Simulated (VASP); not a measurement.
# BiS (Pm-3m) in VASP: notebook, part 2 of 2

VASP 6.6.1. The steps go on from the part before.

**5. Single point, PBE**

This run uses another cell than the first one, of 22.94 Å³/atom, 1.042 times its volume.

Input file INCAR:

```
SYSTEM = BiS
PREC     = Accurate       ! precision mode
ENCUT    = 520            ! plane-wave cutoff, eV
EDIFF    = 1E-6           ! SCF threshold, eV
ISMEAR   = 0              ! smearing method
SIGMA    = 0.05           ! smearing width, eV
LREAL    = .FALSE.        ! projectors in reciprocal space
LASPH    = .TRUE.         ! aspherical terms in the spheres
NELM     = 100            ! most SCF steps
ALGO     = Normal         ! electronic algorithm
ISIF     = 2              ! what is computed and relaxed
LWAVE    = .FALSE.        ! write WAVECAR
LCHARG   = .FALSE.        ! write CHGCAR
GGA      = PE             ! functional
NBANDS   = 18             ! bands
```

Input file KPOINTS:

```
regular mesh
0
G
  10 10 10
  0 0 0
```

Input file POSCAR:

```
BiS
1.0
    3.5798271504      0.0000000000      0.0000000000
    0.0000000000      3.5798271504      0.0000000000
    0.0000000000      0.0000000000      3.5798271504
Bi S
1 1
Direct
    0.0000000000      0.0000000000      0.0000000000
    0.5000000000      0.5000000000      0.5000000000
```

Potentials or basis: VASP PAW PBE potentials, release 64 (Bi_d, S).

The run is started by

```console
> cat potpaw_PBE.64/Bi_d/POTCAR potpaw_PBE.64/S/POTCAR > POTCAR
> mpirun -np 1 vasp_std > vasp.out
```

OUTCAR:

```text
SYSTEM = BiS
   PREC = Accurate
   ENCUT = 520
   EDIFF = 1E-6
   ISMEAR = 0
   LREAL = .FALSE.
   LASPH = .TRUE.
   NELM = 100
   ISIF = 2
   GGA = PE

 ion  position               nearest neighbor table
   1  0.000  0.000  0.000-   2 3.10   2 3.10   2 3.10   2 3.10   2 3.10   2 3.10   2 3.10   2 3.10

   2  0.500  0.500  0.500-   1 3.10   1 3.10   1 3.10   1 3.10   1 3.10   1 3.10   1 3.10   1 3.10

  LATTYP: Found a simple cubic cell.
 ALAT       =     3.5798271504

  Lattice vectors:

 A1 = (   3.5798271504,   0.0000000000,   0.0000000000)
 A2 = (   0.0000000000,   3.5798271504,   0.0000000000)
 A3 = (   0.0000000000,   0.0000000000,   3.5798271504)

Analysis of symmetry for initial positions (statically):
=====================================================================
 Subroutine PRICEL returns:
 Original cell was already a primitive cell.

 Routine SETGRP: Setting up the symmetry group for a
 simple cubic supercell.

 Subroutine GETGRP returns: Found 48 space group operations
 (whereof 48 operations were pure point group operations)
 out of a pool of 48 trial point group operations.

The static configuration has the point symmetry O_h .

Analysis of symmetry for dynamics (positions and initial velocities):
=====================================================================
 Subroutine PRICEL returns:
 Original cell was already a primitive cell.

 Routine SETGRP: Setting up the symmetry group for a
 simple cubic supercell.

 Subroutine GETGRP returns: Found 48 space group operations
 (whereof 48 operations were pure point group operations)
 out of a pool of 48 trial point group operations.

The dynamic configuration has the point symmetry O_h .

 Subroutine INISYM returns: Found 48 space group operations
 (whereof 48 operations are pure point group operations),
 and found     1 'primitive' translations

----------------------------------------------------------------------------------------
[... 106 lines left out ...]
   EMIN   =  10.00;   EMAX   =-10.00  energy-range for DOS
   EFERMI =   0.00;   METHOD = LEGACY
   ISMEAR =     0;   SIGMA  =   0.05  broadening in eV -4-tet -1-fermi 0-gaus
   EFERMI_NEDOS =   21; number of points for ismear=-14 and -15
   IALGO  =     38    algorithm
   IMIX   =      4    mixing-type and parameters
     AMIX     =   0.40;   BMIX     =  1.00
     AMIX_MAG =   1.60;   BMIX_MAG =  1.00
  volume/ion in A,a.u.               =      22.94       154.79
  Fermi-wavevector in a.u.,A,eV,Ry     =   1.261690  2.384248 21.658580  1.591861
  Thomas-Fermi vector in A             =   2.395136
   LORBIT       =      0    0 simple, 1 ext, 2 COOP (PROOUT), +10 PAW based schemes
   GGA     = PE    functional components
   LHFCALC =     F    Hartree Fock is set to
   AEXX    =    0.0000 exact exchange contribution
   IVDW    =     0    specifies the selected vdW correction
   LEPSILON=     F    determine dielectric tensor
   LRPA    =     F    only Hartree local field effects (RPA)
 non-spin polarized calculation
 Gauss-broadening in eV      SIGMA  =   0.05
  energy-cutoff  :      520.00
  volume of cell :       45.88
 maximum number of plane-waves:      1261
 NGX is ok and might be reduce to    28
   NGX = 13   NGY = 13   NGZ = 13

 number of electron      20.9999997 magnetization

 Free energy of the ion-electron system (eV)
  ---------------------------------------------------
  ext. energy  EPLUGINS =         0.00000000
  ---------------------------------------------------
  free energy    TOTEN  =        -7.96218769 eV

  energy without entropy =       -7.96134647  energy(sigma->0) =       -7.96176708

 E-fermi :   8.3999     XC(G=0): -10.6694

 val. band max:        8.3817361722   @ k =   0.3000   0.3000   0.3000
 cond. band min:       8.4744072993   @ k =   0.5000   0.4000   0.3000
 fundamental gap:      0.0926711270
 Fermi energy:         8.3999202260

 k-point     1 :       0.0000    0.0000    0.0000
  band No.  band energies     occupation
      1     -15.3768      2.00000
      2     -15.3768      2.00000
      3     -15.2400      2.00000
      4     -15.2400      2.00000
      5     -15.2400      2.00000
      6      -6.9424      2.00000
[... 481 lines left out ...]
      5     -15.2444      2.00000
      6      -5.8623      2.00000
[... 10 lines left out ...]
     17      18.0159      0.00000
     18      20.0270      0.00000

 [... further k-points ...]
[... 5 lines left out ...]
  --------------------------------------------------------------------------------------
  -------------------------------------------------------------------------------------
  Total       -0.0236481     -0.0236481     -0.0236481      0.0000000     -0.0000000      0.0000000
  in kB       -0.8258881     -0.8258881     -0.8258881      0.0000000     -0.0000000      0.0000000
  external PRESSURE =      -0.8258881 kB  Pullay stress =       0.0000000 kB

 VOLUME and BASIS-vectors are now :
 -----------------------------------------------------------------------------
  energy-cutoff  :      520.00
  volume of cell :       45.88
      direct lattice vectors                 reciprocal lattice vectors
     3.579827150  0.000000000  0.000000000     0.279343096  0.000000000  0.000000000
     0.000000000  3.579827150  0.000000000     0.000000000  0.279343096  0.000000000
     0.000000000  0.000000000  3.579827150     0.000000000  0.000000000  0.279343096

 POSITION                                       TOTAL-FORCE (eV/Angst)
 -----------------------------------------------------------------------------------
      0.00000      0.00000      0.00000         0.000000      0.000000      0.000000
      1.78991      1.78991      1.78991         0.000000      0.000000      0.000000
 -----------------------------------------------------------------------------------
    total drift:                               -0.000000      0.000000      0.000000

  FREE ENERGIE OF THE ION-ELECTRON SYSTEM (eV)
  ---------------------------------------------------
  free  energy   TOTEN  =        -7.9621876858 eV

  energy  without entropy=       -7.9613464723  energy(sigma->0) =       -7.96176708
```

OSZICAR:

```text
N       E                     dE             d eps       ncg     rms          rms(c)
DAV:   1     0.169721658964E+03    0.16972E+03   -0.10440E+04  2024   0.127E+03
DAV:   2     0.499404544424E+01   -0.16473E+03   -0.15981E+03  2108   0.341E+02
DAV:   3    -0.808368492773E+01   -0.13078E+02   -0.12893E+02  2574   0.959E+01
DAV:   4    -0.840265484363E+01   -0.31897E+00   -0.31770E+00  2460   0.154E+01
DAV:   5    -0.841319545585E+01   -0.10541E-01   -0.10540E-01  2964   0.272E+00    0.559E+00
DAV:   6    -0.796401791773E+01    0.44918E+00   -0.14187E+00  2810   0.632E+00    0.357E+00
DAV:   7    -0.796515014095E+01   -0.11322E-02   -0.11603E-01  2304   0.167E+00    0.182E+00
DAV:   8    -0.796261315290E+01    0.25370E-02   -0.13999E-02  2268   0.850E-01    0.134E-01
DAV:   9    -0.796214485983E+01    0.46829E-03   -0.26913E-03  2850   0.270E-01    0.971E-02
DAV:  10    -0.796219327227E+01   -0.48412E-04   -0.21319E-04  2294   0.777E-02    0.622E-02
DAV:  11    -0.796218784391E+01    0.54284E-05   -0.26764E-05  2438   0.390E-02    0.127E-02
DAV:  12    -0.796218768578E+01    0.15813E-06   -0.58588E-07  1842   0.482E-03
   1 F= -.79621877E+01 E0= -.79617671E+01  d E =-.841213E-03
```

stdout:

```text
POSCAR found type information on POSCAR BiS
 POSCAR found :  2 types and       2 ions
 scaLAPACK will be used
 LDA part: xc-table for (Slater+PW92), standard interpolation
 POSCAR, INCAR and KPOINTS ok, starting setup
 FFT: planning ... GRIDC
 FFT: planning ... GRID_SOFT
 FFT: planning ... GRID
 WAVECAR not read
 entering main loop
```

Run time: 26 s. Hardware: 1 thread of Intel Xeon Platinum 8375C at 2.90GHz (Ice Lake), shared host; peak memory 0.18 GiB.

Results:

```yaml
Free_energy: -7.9622 eV
Pressure: -0.1 GPa
```

Caveat: spin-orbit coupling is left out, which moves the levels of the heavy elements.

**6. Single point, PBEsol**

This run uses another cell than the first one, of 22.94 Å³/atom, 1.042 times its volume.

Input file INCAR:

```
SYSTEM = BiS
PREC = Accurate
ENCUT = 520
EDIFF = 1E-6
ISMEAR = 0
SIGMA = 0.05
LREAL = .FALSE.
LASPH = .TRUE.
NELM = 60
ALGO = Normal
ISIF = 2
LWAVE = .FALSE.
LCHARG = .FALSE.
GGA = PS
NBANDS = 18
```

KPOINTS is that of step 5.

POSCAR is that of step 5.

Potentials or basis: VASP PAW PBE potentials, release 64 (Bi_d, S).

The run is started by

```console
> cat potpaw_PBE.64/Bi_d/POTCAR potpaw_PBE.64/S/POTCAR > POTCAR
> mpirun -np 1 vasp_std > vasp.out
```

Wall time 26 s (1 thread of Intel Xeon Platinum 8375C at 2.90GHz (Ice Lake), shared host); peak memory 0.18 GiB.

The run converged. Its results:

```
Free energy : -8.8282 eV
Pressure    : -3.7 GPa
```

Levels at points of the mesh, in eV from the Fermi level:
```tsv
k point	band 8	band 9	band 10	band 11	band 12	band 13
(0.00, 0.00, 0.00)	-3.20	-3.20	-3.20	3.69	3.69	4.38
(0.50, 0.00, 0.00)	-1.92	-1.80	-1.79	-1.79	1.53	1.53
(0.50, 0.50, 0.00)	-6.40	-6.40	-1.51	2.37	2.37	3.26
(0.50, 0.50, 0.50)	-3.96	-3.96	-3.96	-2.87	-2.87	-2.87
```

Caveat: the PAW data sets were made with another functional, which shifts forces and pressure a little; spin-orbit coupling is left out, which moves the levels of the heavy elements.

**7. Overview**

| level | cell | gap on the mesh (eV) | pressure (GPa) |
| --- | --- | --- | --- |
| PBE | a = 3.531 Å, 2 atoms | none | 3.2 |
| PBE | a = 3.556 Å, 2 atoms | none | 1.5 |
| PBE | a = 3.580 Å, 2 atoms | none | -0.1 |
| PBEsol | a = 3.580 Å, 2 atoms | none | -3.7 |

Alike in all rows: task single point; potentials or basis VASP PAW PBE potentials, release 64 (Bi_d, S); no spin polarisation; k mesh 10 × 10 × 10; cutoff (eV) 520; smearing gaussian 0.05 eV.

Caveats: spin-orbit coupling is left out, which moves the levels of the heavy elements; the PAW data sets were made with another functional, which shifts forces and pressure a little (some runs).

Absolute energies hang on the potentials; compare differences alone.
